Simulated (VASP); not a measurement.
# Al4Ni4H in VASP: relaxation of the atoms with RPBE

Aim: the relaxation of the atoms of Al4Ni4H with RPBE.

Program: VASP 6.6.1. These are calculated values, not measurements. Logs are shortened: lines on timing, memory, paths and dates and some standing lists are left out, and cuts for length are marked.

### Step 1. The cell of the first run

The cell holds a slab with vacuum, 9 atoms: a = 2.916 Å, b = 4.124 Å, c = 25.187 Å, α = 90.00°, β = 90.00°, γ = 90.00°.

### Step 2. Relaxation of the atoms, RPBE

Contents of INCAR:

```
SYSTEM = Al4Ni4H
PREC = Accurate
ENCUT = 520
EDIFF = 1E-6
ISMEAR = 0
SIGMA = 0.1
LREAL = .FALSE.
LASPH = .TRUE.
NELM = 80
ALGO = Fast
ISIF = 2
LWAVE = .FALSE.
LCHARG = .FALSE.
LDIPOL = .TRUE.
IDIPOL = 3
DIPOL = 0.5 0.5 0.476
GGA = RP
IBRION = 2
NSW = 90
EDIFFG = -0.03
KPAR = 4
```

Contents of KPOINTS:

```
Automatic mesh
0
G
  10 7 1
  0 0 0
```

Contents of POSCAR:

```
Al4Ni4H
1.0
    2.9163779091      0.0000000000      0.0000000000
    0.0000000000      4.1243811920      0.0000000000
    0.0000000000      0.0000000000     25.1865717880
Al Ni H
4 4 1
Selective dynamics
Direct
    0.0000000000      0.5000000000      0.3374814195  F F F
    0.0000000000      0.0000000000      0.4193580089  F F F
    0.0000000000      0.5000000000      0.5013615771  T T T
    0.0000000000      0.0000000000      0.5854093369  T T T
    0.5000000000      0.0000000000      0.3374814195  F F F
    0.5000000000      0.5000000000      0.4193580089  F F F
    0.5000000000      0.0000000000      0.4996656185  T T T
    0.5000000000      0.5000000000      0.5789204822  T T T
    0.5000000000      0.1666666667      0.6076434069  T T T
```

Potentials or basis: VASP PAW PBE potentials, release 64 (Al, Ni, H).

The run is started by

```bash
$ cat potpaw_PBE.64/Al/POTCAR potpaw_PBE.64/Ni/POTCAR potpaw_PBE.64/H/POTCAR > POTCAR
$ mpirun -np 4 vasp_std > vasp.out
```

OUTCAR:

```text
SYSTEM = Al4Ni4H
   PREC = Accurate
   ENCUT = 520
   EDIFF = 1E-6
   ISMEAR = 0
   LREAL = .FALSE.
   LASPH = .TRUE.
   NELM = 80
   ISIF = 2
   GGA = RP
   IBRION = 2
   NSW = 90
   EDIFFG = -0.03

 ion  position               nearest neighbor table
   1  0.000  0.500  0.337-   5 2.53   5 2.53   5 2.53   5 2.53   6 2.53   6 2.53   2 2.92   2 2.92

   2  0.000  0.000  0.419-   7 2.49   7 2.49   6 2.53   6 2.53   6 2.53   6 2.53   5 2.53   5 2.53
                             1 2.92   1 2.92   3 2.92   3 2.92
   3  0.000  0.500  0.501-   8 2.44   8 2.44   7 2.53   7 2.53   7 2.53   7 2.53   6 2.53   6 2.53
                             2 2.92   2 2.92   4 2.96   4 2.96
   4  0.000  0.000  0.585-   9 1.71   9 1.71   8 2.53   8 2.53   8 2.53   8 2.53   7 2.61   7 2.61
                             3 2.96   3 2.96
   5  0.500  0.000  0.337-   1 2.53   1 2.53   1 2.53   1 2.53   2 2.53   2 2.53   6 2.92   6 2.92

   6  0.500  0.500  0.419-   2 2.53   2 2.53   2 2.53   2 2.53   1 2.53   1 2.53   3 2.53   3 2.53
                             7 2.89   7 2.89   5 2.92   5 2.92
   7  0.500  0.000  0.500-   2 2.49   2 2.49   3 2.53   3 2.53   3 2.53   3 2.53   4 2.61   4 2.61
                             8 2.87   8 2.87   6 2.89   6 2.89
   8  0.500  0.500  0.579-   9 1.55   3 2.44   3 2.44   4 2.53   4 2.53   4 2.53   4 2.53   7 2.87
                             7 2.87
   9  0.500  0.167  0.608-   8 1.55   4 1.71   4 1.71

  LATTYP: Found a simple orthorhombic cell.
 ALAT       =     2.9163779091
 B/A-ratio  =     1.4142135624
 C/A-ratio  =     8.6362510529

  Lattice vectors:

 A1 = (   2.9163779091,   0.0000000000,   0.0000000000)
 A2 = (   0.0000000000,   4.1243811920,   0.0000000000)
 A3 = (   0.0000000000,   0.0000000000,  25.1865717880)

Analysis of symmetry for initial positions (statically):
=====================================================================
 Subroutine PRICEL returns:
 Original cell was already a primitive cell.

 Routine SETGRP: Setting up the symmetry group for a
 simple orthorhombic supercell.

 Subroutine GETGRP returns: Found  2 space group operations
 (whereof  2 operations were pure point group operations)
 out of a pool of  8 trial point group operations.

The static configuration has the point symmetry C_1h.

Analysis of symmetry for dynamics (positions and initial velocities):
=====================================================================
 Subroutine PRICEL returns:
 Original cell was already a primitive cell.

 Routine SETGRP: Setting up the symmetry group for a
 simple orthorhombic supercell.

 Subroutine GETGRP returns: Found  2 space group operations
 (whereof  2 operations were pure point group operations)
 out of a pool of  8 trial point group operations.

The dynamic configuration has the point symmetry C_1h.

Analysis of constrained symmetry for selective dynamics:
=====================================================================
 Subroutine PRICEL returns:
 Original cell was already a primitive cell.

 Routine SETGRP: Setting up the symmetry group for a
 simple orthorhombic supercell.

 Subroutine GETGRP returns: Found  2 space group operations
 (whereof  2 operations were pure point group operations)
 out of a pool of  8 trial point group operations.

The constrained configuration has the point symmetry C_1h.

 Subroutine INISYM returns: Found  2 space group operations
 (whereof  2 operations are pure point group operations),
 and found     1 'primitive' translations

----------------------------------------------------------------------------------------

                                     Primitive cell

  volume of cell :     302.9505

  direct lattice vectors                    reciprocal lattice vectors
     2.916377909  0.000000000  0.000000000     0.342891090  0.000000000  0.000000000
     0.000000000  4.124381192  0.000000000     0.000000000  0.242460615  0.000000000
[... 90 lines left out ...]
   ISTART =      0    job   : 0-new  1-cont  2-samecut
   ICHARG =      2    charge: 1-file 2-atom 10-const
   ISPIN  =      1    spin polarized calculation?
   LNONCOLLINEAR =      F non collinear calculations
   LSORBIT =      F    spin-orbit coupling
   LASPH  =      T    aspherical Exc in radial PAW
   ENCUT  =  520.0 eV  38.22 Ry    6.18 a.u.   5.42  7.67 46.83*2*pi/ulx,y,z
   NELM   =     80;   NELMIN=  2; NELMDL= -5     # of ELM steps
   EDIFF  = 0.1E-05   stopping-criterion for ELM
   LREAL  =      F    real-space projection
   EDIFFG = -.3E-01   stopping-criterion for IOM
   NSW    =     90    number of steps for IOM
   IBRION =      2    ionic relax: 0-MD 1-quasi-New 2-CG
   NFREE  =      1    steps in history (QN), initial steepest desc. (CG)
   ISIF   =      2    stress and relaxation
   ISYM   =      2    0-nonsym 1-usesym 2-fastsym
   POTIM  = 0.5000    time-step for ionic-motion
   TEBEG  =    0.0;   TEEND  =   0.0 temperature during run
   PSTRESS=    0.0 pullay stress
   NELECT =      53.0000    total number of electrons
   NUPDOWN=      -1.0000    fix difference up-down
   EMIN   =  10.00;   EMAX   =-10.00  energy-range for DOS
   EFERMI =   0.00;   METHOD = LEGACY
   ISMEAR =     0;   SIGMA  =   0.10  broadening in eV -4-tet -1-fermi 0-gaus
   EFERMI_NEDOS =   21; number of points for ismear=-14 and -15
   IALGO  =     68    algorithm
   IMIX   =      4    mixing-type and parameters
     AMIX     =   0.40;   BMIX     =  1.00
     AMIX_MAG =   1.60;   BMIX_MAG =  1.00
  volume/ion in A,a.u.               =      33.66       227.16
  Fermi-wavevector in a.u.,A,eV,Ry     =   0.915608  1.730248 11.406281  0.838338
  Thomas-Fermi vector in A             =   2.040369
   LORBIT       =      0    0 simple, 1 ext, 2 COOP (PROOUT), +10 PAW based schemes
   GGA     = RP    functional components
   LHFCALC =     F    Hartree Fock is set to
   AEXX    =    0.0000 exact exchange contribution
   IVDW    =     0    specifies the selected vdW correction
   LEPSILON=     F    determine dielectric tensor
   LRPA    =     F    only Hartree local field effects (RPA)
 conjugate gradient relaxation of ions
 non-spin polarized calculation
 RMM-DIIS sequential band-by-band and
 Gauss-broadening in eV      SIGMA  =   0.10
  energy-cutoff  :      520.00
  volume of cell :      302.95
 maximum number of plane-waves:      8261
 NGX is ok and might be reduce to    24
   NGX = 11   NGY = 15   NGZ = 93

 dipolmoment           0.000000      0.000000      0.030511 electrons x Angstroem

--------------------------------------- Ionic step        1  -------------------------------------------

 number of electron      53.0000042 magnetization

 Free energy of the ion-electron system (eV)
  ---------------------------------------------------
  ext. energy  EPLUGINS =         0.00000000
  ---------------------------------------------------
  free energy    TOTEN  =       -39.85385086 eV

  energy without entropy =      -39.83248441  energy(sigma->0) =      -39.84316763

------------------------ aborting loop because EDIFF is reached ----------------------------------------

  FORCE on cell =-STRESS in cart. coord.  units (eV):
  Direction    XX          YY          ZZ          XY          YZ          ZX
  --------------------------------------------------------------------------------------
  -------------------------------------------------------------------------------------
  Total       -1.5705983     -1.7139975      1.4679042      0.0000000      0.2897675      0.0000000
  in kB       -8.3062318     -9.0646098      7.7631259      0.0000000      1.5324583      0.0000000
  external PRESSURE =      -3.2025719 kB  Pullay stress =       0.0000000 kB
[... 110 lines left out ...]
  FREE ENERGIE OF THE ION-ELECTRON SYSTEM (eV)
  ---------------------------------------------------
  free  energy   TOTEN  =       -40.1313885382 eV

  energy  without entropy=      -40.1125378240  energy(sigma->0) =      -40.12196318

[... ionic steps 4 to 12 ...]

--------------------------------------- Ionic step       13  -------------------------------------------

 number of electron      53.0000032 magnetization

------------------------ aborting loop because EDIFF is reached ----------------------------------------
[... 40 lines left out ...]
 number of electron      53.0000028 magnetization

------------------------ aborting loop because EDIFF is reached ----------------------------------------

 vacuum level on the upper side and lower side of the slab       (xc-potential included)        -0.315        -0.023

  FORCE on cell =-STRESS in cart. coord.  units (eV):
  Direction    XX          YY          ZZ          XY          YZ          ZX
  --------------------------------------------------------------------------------------
  -------------------------------------------------------------------------------------
  Total       -3.8213642     -3.3521708     -0.3285851      0.0000000      0.1837277      0.0000000
  in kB      -20.2095832    -17.7282175     -1.7377480      0.0000000      0.9716583      0.0000000
  external PRESSURE =     -13.2251829 kB  Pullay stress =       0.0000000 kB
[... 30 lines left out ...]
--------------------------------------- Ionic step       15  -------------------------------------------

 number of electron      53.0000029 magnetization

 dipolmoment           0.000000      0.000000     -0.019434 electrons x Angstroem

 Free energy of the ion-electron system (eV)
  ---------------------------------------------------
  ext. energy  EPLUGINS =         0.00000000
  ---------------------------------------------------
  free energy    TOTEN  =       -40.29062450 eV

  energy without entropy =      -40.27007117  energy(sigma->0) =      -40.28034783

 E-fermi :   0.1695     XC(G=0):  -4.7266

 val. band max:        0.1570465787   @ k =   0.4000   0.2857   0.0000
 cond. band min:       0.1906035992   @ k =   0.0000   0.0000   0.0000
 fundamental gap:      0.0335570205
 Fermi energy:         0.1695017049

 k-point     1 :       0.0000    0.0000    0.0000
  band No.  band energies     occupation
      1     -10.2996      2.00000
      2      -9.1621      2.00000
      3      -7.5186      2.00000
      4      -5.6287      2.00000
      5      -4.0601      2.00000
      6      -3.1549      2.00000
[... 805 lines left out ...]
     30       1.6907      0.00000
     31       2.0870      0.00000

------------------------ aborting loop because EDIFF is reached ----------------------------------------

 vacuum level on the upper side and lower side of the slab       (xc-potential included)        -0.276         0.006

  FORCE on cell =-STRESS in cart. coord.  units (eV):
  Direction    XX          YY          ZZ          XY          YZ          ZX
  --------------------------------------------------------------------------------------
  -------------------------------------------------------------------------------------
  Total       -3.7321009     -3.2597707     -0.2277808      0.0000000      0.1785040      0.0000000
  in kB      -19.7375071    -17.2395518     -1.2046366      0.0000000      0.9440325      0.0000000
  external PRESSURE =     -12.7272318 kB  Pullay stress =       0.0000000 kB
[... 24 lines left out ...]
  FREE ENERGIE OF THE ION-ELECTRON SYSTEM (eV)
  ---------------------------------------------------
  free  energy   TOTEN  =       -40.2906245001 eV

  energy  without entropy=      -40.2700711661  energy(sigma->0) =      -40.28034783

 reached required accuracy - stopping structural energy minimisation

 vacuum level on the upper side and lower side of the slab         4.499         4.787
```

Wall time 32 min (4 MPI ranks of Oxide Virtual Turin-like, shared host); peak memory 0.52 GiB.

What came out:

| Property | Result |
| --- | --- |
| Free energy | -40.2906 eV |
| Energy gained by relaxing | 48.5 meV/atom |
| Ionic steps | 15 |
| Band gap on the k mesh | zero (an odd number of electrons rules out a gap without spin polarisation) |

Step by step:
| step | energy change (eV) | largest force on free atoms (eV/Å) | pressure (GPa) |
| --- | --- | --- | --- |
| 1 | 0.0000 | 1.6385 | -0.32 |
| 2 | -0.1781 | 1.2313 | -0.44 |
| 3 | -0.2775 | 0.8322 | -0.50 |
| 4 | -0.3580 | 0.4372 | -0.59 |
| 5 | -0.3899 | 0.2936 | -0.61 |
| 6 | -0.4038 | 0.2288 | -0.72 |
| 7 | -0.4064 | 0.2364 | -0.77 |
| 8 | -0.4182 | 0.1658 | -0.90 |
| 9 | -0.4305 | 0.2044 | -1.24 |
| 10 | -0.4353 | 0.0938 | -1.35 |
| 11 | -0.4356 | 0.0954 | -1.33 |
| 12 | -0.4365 | 0.0531 | -1.35 |
| 13 | -0.4365 | 0.0513 | -1.32 |
| 14 | -0.4367 | 0.0302 | -1.32 |
| 15 | -0.4368 | 0.0263 | -1.27 |

Final structure:
```
Al Ni H
1.0
     2.91638    0.00000    0.00000
     0.00000    4.12438    0.00000
     0.00000    0.00000   25.18657
Al Ni H
4 4 1
Cartesian
  0.0000 2.0622 8.5000
  0.0000 0.0000 10.5622
  0.0000 1.9799 12.6150
  0.0000 4.0866 14.7252
  1.4582 0.0000 8.5000
  1.4582 2.0622 10.5622
  1.4582 4.0255 12.6199
  1.4582 2.0087 14.6060
  1.4582 0.9299 15.7811
```

Levels at points of the mesh, in eV from the Fermi level:
| k point | band 22 | band 23 | band 24 | band 25 | band 26 | band 27 | band 28 | band 29 | band 30 | band 31 |
| --- | --- | --- | --- | --- | --- | --- | --- | --- | --- | --- |
| (0.00, 0.00, 0.00) | -1.43 | -1.30 | -1.14 | -1.06 | -1.00 | 0.02 | 1.64 | 1.96 | 2.53 | 2.93 |
| (0.50, 0.00, 0.00) | -0.93 | -0.83 | -0.68 | -0.58 | -0.33 | 0.18 | 0.72 | 2.31 | 2.78 | 3.51 |

Caveat: the PAW data sets were made with another functional, which shifts forces and pressure a little. Spin polarisation is off, so any magnetic state and its effect on volume and gap are missing.

The gap in the log of VASP goes by the Fermi energy; the results here count the filled bands.